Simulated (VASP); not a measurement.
AlNi, 2 atoms in the cell. Symmetry: P4/mmm, No. 123, tetragonal system. The conventional cell has a = 3.238 Å, b = 3.238 Å, c = 2.862 Å, α = 90.00°, β = 90.00°, γ = 90.00°. Al (site symmetry 4/mmm) has 8 Ni at 2.70 Å and 6 Al at 2.86 to 3.24 Å within 3.6 Å. Ni (site symmetry 4/mmm) has 8 Al at 2.70 Å and 6 Ni at 2.86 to 3.24 Å within 3.6 Å.  This cell differs from its parent crystal: strain +0.1312 x Voigt [1, 1, 0, 0, 0, 0].

* Program: VASP 6.6.1
* Task: single point
* Functional: PBEsol
* Potentials or basis: VASP PAW PBE potentials, release 64 (Al, Ni)
* Cutoff: 520 eV
* k mesh: 20 × 20 × 20
* Occupations: gaussian, width 0.15 eV
* Spin: no spin polarisation
* Dipole correction: no
* Further INCAR settings: ALGO = Fast; EDIFF = 1e-07; NBANDS = 14

Potentials or basis: VASP PAW PBE potentials, release 64 (Al, Ni).

The run is started by

```sh
$ cat potpaw_PBE.64/Al/POTCAR potpaw_PBE.64/Ni/POTCAR > POTCAR
$ mpirun -np 1 vasp_std > vasp.out
```

Hardware: 1 thread of Intel Xeon 6975P-C, with other jobs on the host.

Problem. Estimate the wall time of this run.

Solution. It took 2.3 min on 1 thread of Intel Xeon 6975P-C, with other jobs on the host, peak memory 0.4 GiB. Counts: scf iterations 17, k points 726.
